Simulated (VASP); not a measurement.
Wanted: the native input for a VASP 6.6.1 run.

* Task: relaxation of cell and atoms
* Functional: PBE
* Potentials or basis: VASP PAW PBE potentials, release 64 (K_sv, Mg, F)
* Cutoff: 600 eV
* k mesh: 5 × 5 × 5
* Occupations: fermi-dirac, width 0.1 eV
* Spin: no spin polarisation
* Target pressure: 20 GPa
* Dipole correction: no
* Further INCAR settings: ALGO = Normal; EDIFF = 1e-07; IBRION = 2; EDIFFG = -0.01; NSW = 80; ISIF = 3

The structure of KMgF3 lies in POSCAR:

```
KMgF3
1.0
    3.9859000000      0.0000000000      0.0000000000
    0.0000000000      3.9859000000      0.0000000000
    0.0000000000      0.0000000000      3.9859000000
K Mg F
1 1 3
Direct
    0.5000000000      0.5000000000      0.5000000000
    0.0000000000      0.0000000000      0.0000000000
    0.5000000000      0.0000000000      0.0000000000
    0.0000000000      0.5000000000      0.0000000000
    0.0000000000      0.0000000000      0.5000000000
```

The input as run:

INCAR

```
SYSTEM = KMgF3
PREC = Accurate
ENCUT = 600
EDIFF = 1E-7
ISMEAR = -1
SIGMA = 0.1
LREAL = .False.
LASPH = .True.
NELM = 80
ALGO = Normal
ISIF = 3
LWAVE = .False.
LCHARG = .False.
GGA = PE
IBRION = 2
NSW = 80
EDIFFG = -0.01
PSTRESS = 200.0
```

KPOINTS

```
regular mesh
0
Gamma
  5 5 5
  0 0 0
```

Potentials or basis: VASP PAW PBE potentials, release 64 (K_sv, Mg, F).

Launch:

```bash
$ cat potpaw_PBE.64/K_sv/POTCAR potpaw_PBE.64/Mg/POTCAR potpaw_PBE.64/F/POTCAR > POTCAR
$ mpirun -np 1 vasp_std > vasp.out
```

It gave:

| Quantity | Value |
| --- | --- |
| Relaxed volume | 10.92 Å³/atom |
| Relaxed cell | a = 3.793 Å, b = 3.793 Å, c = 3.793 Å, α = 90.00°, β = 90.00°, γ = 90.00° |
| Space group after relaxing (to 0.05 Å) | Pm-3m (No. 221) |
| Energy change on relaxing (the enthalpy is what falls) | +115.3 meV/atom |
| Ionic steps | 3 |
| Pressure after relaxing | 20.0 GPa |
| Band gap on the k mesh | 8.62 eV, indirect (least direct gap 8.85 eV) |

Caveat: the cell is relaxed towards a set pressure, so the enthalpy falls and the energy may rise.

Wall time 24 s on 1 thread of Intel(R) Xeon(R) 6975P-C (Granite Rapids) (shared host), peak memory 0.19 GiB.
